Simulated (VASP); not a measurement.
Set up this calculation in VASP 6.6.1, as the native input.

* Task: single point
* Functional: r2SCAN
* Potentials or basis: VASP PAW PBE potentials, release 64 (Cu)
* Cutoff: 520 eV
* k mesh: 24 × 24 × 24
* Occupations: gaussian, width 0.15 eV
* Spin: no spin polarisation
* Dipole correction: no
* Further INCAR settings: ALGO = Normal; EDIFF = 1e-06; NBANDS = 12

The system is Cu.

```
Cu
1.0
    -1.44279    1.44279    1.33480
     1.44279   -1.44279    1.33480
     1.44279    1.44279   -1.33480
Cu
1
Direct
  0.00000 0.00000 0.00000
```

This cell differs from its parent crystal: strain +0.000 along x and y, -0.030 along z.

One way to write it, as run:

POSCAR

```
Cu
1.0
   -1.4427933200      1.4427933200      1.3347990065
    1.4427933200     -1.4427933200      1.3347990065
    1.4427933200      1.4427933200     -1.3347990065
Cu
1
Direct
    0.0000000000      0.0000000000      0.0000000000
```

INCAR.step1

```
SYSTEM = Cu
PREC = Accurate ; ENCUT = 520
ISMEAR = 0 ; SIGMA = 0.15
LREAL = .False. ; LASPH = .True.
NELM = 100 ; NBANDS = 12
GGA = PE ; ALGO = Normal
EDIFF = 1E-4 ; LWAVE = .True.
LCHARG = .False.
```

INCAR.step2

```
SYSTEM = Cu
PREC = Accurate ; ENCUT = 520
EDIFF = 1E-6 ; ISMEAR = 0
SIGMA = 0.15 ; LREAL = .False.
LASPH = .True. ; NELM = 100
ALGO = Normal ; ISIF = 2
LWAVE = .False. ; LCHARG = .False.
METAGGA = R2SCAN ; LMIXTAU = .True.
NBANDS = 12 ; ISTART = 1
```

KPOINTS

```
Automatic mesh
0
Gamma
  24 24 24
  0 0 0
```

Potentials or basis: VASP PAW PBE potentials, release 64 (Cu).

Command:

```sh
$ cat potpaw_PBE.64/Cu/POTCAR > POTCAR
$ cp INCAR.step1 INCAR
$ mpirun -np 1 vasp_std > vasp.out
$ cp INCAR.step2 INCAR
$ mpirun -np 1 vasp_std > vasp.out
```

Results of the run:

- Pressure: 6.5 GPa
- Band gap on the k mesh: zero (an odd number of electrons rules out a gap without spin polarisation)

Caveat: the cell differs from its parent crystal (strain +0.000 along x and y, -0.030 along z); the cell stands under pressure; the PAW data sets were made with another functional, which shifts forces and pressure a little.

Wall time 3.7 min on 1 thread of Intel(R) Xeon(R) 6975P-C (Granite Rapids) (shared host), peak memory 0.23 GiB.
